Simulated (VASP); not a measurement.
Runs of VASP 6.6.1 on RuS. The structure is that of space group F-43m (No. 216), or close to it. The cells are those of the table. 

```csv
level,potentials or basis,cell,gap on the mesh (eV),pressure (GPa)
PBE,"VASP PAW PBE potentials, release 64 (Ru_pv, S)","a = 3.726 Å, angles 60.0°, 2 atoms",none,-5.4
LDA,"VASP PAW LDA potentials, release 64 (Ru_pv, S)","a = 3.678 Å, angles 60.0°, 2 atoms",none,(b)
r2SCAN,"VASP PAW PBE potentials, release 64 (Ru_pv, S)","a = 3.678 Å, angles 60.0°, 2 atoms",none,-2.7
PBE,"VASP PAW PBE potentials, release 64 (Ru_pv, S)","a = 3.796 Å, angles 60.0°, 2 atoms",none,-11.2
PBE,"VASP PAW PBE potentials, release 64 (Ru_pv, S)","a = 3.762 Å, angles 60.0°, 2 atoms",none,-8.6
PBE,"VASP PAW PBE potentials, release 64 (Ru_pv, S)","a = 3.628 Å, angles 60.0°, 2 atoms",none,6.4
PBE,"VASP PAW PBE potentials, release 64 (Ru_pv, S)","a = 3.678 Å, angles 60.0°, 2 atoms",none,-0.2
PBE,"VASP PAW PBE potentials, release 64 (Ru_pv, S)","a = 3.609 Å, angles 60.0°, 2 atoms",none,(a)
PBE,"VASP PAW PBE potentials, release 64 (Ru_pv, S)","a = 3.702 Å, angles 60.0°, 2 atoms",none,-2.9
PBEsol,"VASP PAW PBE potentials, release 64 (Ru_pv, S)","a = 3.678 Å, angles 60.0°, 2 atoms",none,-5.6
PBE,"VASP PAW PBE potentials, release 64 (Ru_pv, S)","a = 3.653 Å, angles 60.0°, 2 atoms",none,2.9
```

Alike in all rows: task single point; no spin polarisation; k mesh 10 × 10 × 10; cutoff (eV) 520; smearing gaussian 0.05 eV.

Task: Estimate the missing entries.

Result: (a) 9.3; (b) -8.5.

Caveats: the PAW data sets were made with another functional, which shifts forces and pressure a little (some runs).

A k mesh can miss the band edges, and the runs leave out spin-orbit coupling on Ru.

A gap of «none» marks levels without a gap at the run's occupations.
